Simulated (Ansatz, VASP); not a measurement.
One calculation of TePb, two programs

Contents of INCAR:

```
SYSTEM = TePb
PREC = Accurate ; ENCUT = 520
EDIFF = 1E-7 ; ISMEAR = 0
SIGMA = 0.05 ; LREAL = .FALSE.
LASPH = .TRUE. ; NELM = 60
ALGO = Normal ; ISIF = 2
LWAVE = .FALSE. ; LCHARG = .FALSE.
GGA = PE ; NBANDS = 17
```

KPOINTS

```
regular mesh
0
G
  10 10 10
  0 0 0
```

The input POSCAR:

```
TePb
1.0
    3.8369134174      0.0000000000      0.0000000000
    0.0000000000      3.8369134174      0.0000000000
    0.0000000000      0.0000000000      3.8369134174
Te Pb
1 1
Direct
    0.5000000000      0.5000000000      0.5000000000
    0.0000000000      0.0000000000      0.0000000000
```

Input for Ansatz:

```yaml
crystal:
  lattice:
    - [3.8369134174, 0.0, 0.0]
    - [0.0, 3.8369134174, 0.0]
    - [0.0, 0.0, 3.8369134174]
  atoms:
    - { symbol: Te, position: [0.5, 0.5, 0.5] }
    - { symbol: Pb, position: [0.0, 0.0, 0.0] }
basis:
  ecutwfc: 420
  ecutrho_ratio: 4
kpoints:
  mp_grid: { grid: [10, 10, 10] }
hamiltonian:
  xc: pbe
scf:
  occupations: { method: gaussian, width: 0.05 }
output:
  forces: true
  stress: true
  eigenvalues: true
```

Alike in both runs: task single point; functional PBE; k mesh 10 × 10 × 10; occupations gaussian, width 0.05 eV; no spin polarisation.

```csv
,VASP,Ansatz
version,VASP 6.6.1,Ansatz 0.2.0
potentials or method,"VASP PAW PBE potentials, release 64 (Te, Pb_d), cutoff 520 eV","scalar-relativistic, plane waves, PAW"
valence electrons in the cell,20,30
```

Ansatz gave:

* gap on the k mesh at the Fermi level (eV): none
* pressure (GPa): 6.3

Q: Estimate VASP's values.

A: gap on the k mesh at the Fermi level (eV): none; pressure (GPa): 6.2.

A gap of «none» marks a metal or a gap that the smearing closes. The functional is the same, so the differences come from potentials, cutoffs and numerics. VASP's potentials hold 20 valence electrons a cell and Ansatz's 30, so a difference there can come from the potentials and not from the codes.

Neither program's run includes spin-orbit coupling.
